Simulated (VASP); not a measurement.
## Pt: single point with PBEsol+D4

The system is Pt.

```
Pt
1.0
     2.76067    0.00000    0.00000
    -1.38033    2.39081    0.00000
     0.00000    0.00000    4.79213
Pt
2
Direct
  0.66667 0.33333 0.75000
  0.33333 0.66667 0.25000
```

```
Program             : VASP 6.6.1
Task                : single point
Functional          : PBEsol
Dispersion          : D4
Potentials or basis : VASP PAW PBE potentials, release 64 (Pt)
Cutoff              : 520 eV
k mesh              : 5 × 5 × 3
Occupations         : fermi-dirac, width 0.1 eV
Spin                : no spin polarisation
```

```
Pressure                   : -13.3 GPa
Band gap on the k mesh     : zero (band 10 reaches 10.23 eV, above the bottom of band 11 at 9.69 eV)
Dispersion energy per atom : -0.432 eV
```

Stress tensor (GPa, compression positive):
```
-10.86   0.00   0.00
  0.00 -10.86   0.00
  0.00   0.00 -18.16
```

Levels at points of the mesh, in eV from the Fermi level:
```tsv
k point	band 6	band 7	band 8	band 9	band 10	band 11	band 12	band 13	band 14	band 15
(0.00, 0.00, 0.00)	-3.06	-3.06	-1.80	-1.80	-0.77	-0.23	-0.23	4.64	15.10	15.67
```

Run time: 6.1 s on 1 thread of AMD EPYC 9R14 (Zen 4), on a shared host, peak memory 0.12 GiB.

Caveat: the k points lie up to 0.53 Å⁻¹ apart; the PAW data sets were made with another functional, which shifts forces and pressure a little; spin-orbit coupling is left out, which moves the levels of the heavy elements; pairwise dispersion overbinds metals, which lowers pressure and volume.
